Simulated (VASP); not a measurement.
**Mo3N4: single point with PBE**

The system is Mo3N4.

```
Mo N
1.0
     4.17546    0.00000    0.00000
     0.00000    4.17546    0.00000
     0.00000    0.00000    4.17546
Mo N
3 4
Direct
  0.50000 0.50000 0.00000
  0.00000 0.50000 0.50000
  0.50000 0.00000 0.50000
  0.50000 0.50000 0.50000
  0.50000 0.00000 0.00000
  0.00000 0.50000 0.00000
  0.00000 0.00000 0.50000
```

```json
{
  "Program": "VASP 6.6.1",
  "Task": "single point",
  "Functional": "PBE",
  "Potentials or basis": "VASP PAW PBE potentials, release 64 (Mo_sv, N)",
  "Cutoff": "520 eV",
  "k mesh": "8 × 8 × 8",
  "Occupations": "fermi-dirac, width 0.15 eV",
  "Spin": "no spin polarisation"
}
```

The pressure is 7.1 GPa. The band gap on the k mesh is zero (bands 31 and 32 overlap by 1.90 eV).

Levels at points of the mesh, in eV from the Fermi level:
| k point | band 28 | band 29 | band 30 | band 31 | band 32 | band 33 | band 34 | band 35 |
| --- | --- | --- | --- | --- | --- | --- | --- | --- |
| (0.00, 0.00, 0.00) | -2.71 | -1.54 | -1.54 | -1.54 | -0.84 | -0.84 | -0.84 | -0.47 |
| (0.50, 0.00, 0.00) | -2.90 | -2.77 | -1.49 | -0.24 | 0.09 | 0.09 | 0.37 | 0.37 |
| (0.50, 0.50, 0.00) | -0.94 | -0.61 | 0.10 | 0.56 | 0.64 | 0.64 | 0.97 | 0.97 |
| (0.50, 0.50, 0.50) | -2.40 | 0.74 | 0.74 | 0.74 | 1.63 | 1.63 | 1.63 | 2.33 |

It took 2.1 min on 1 thread of Intel Xeon 8259CL, with other jobs on the host, peak memory 0.22 GiB.

Caveat: the cell stands under pressure.
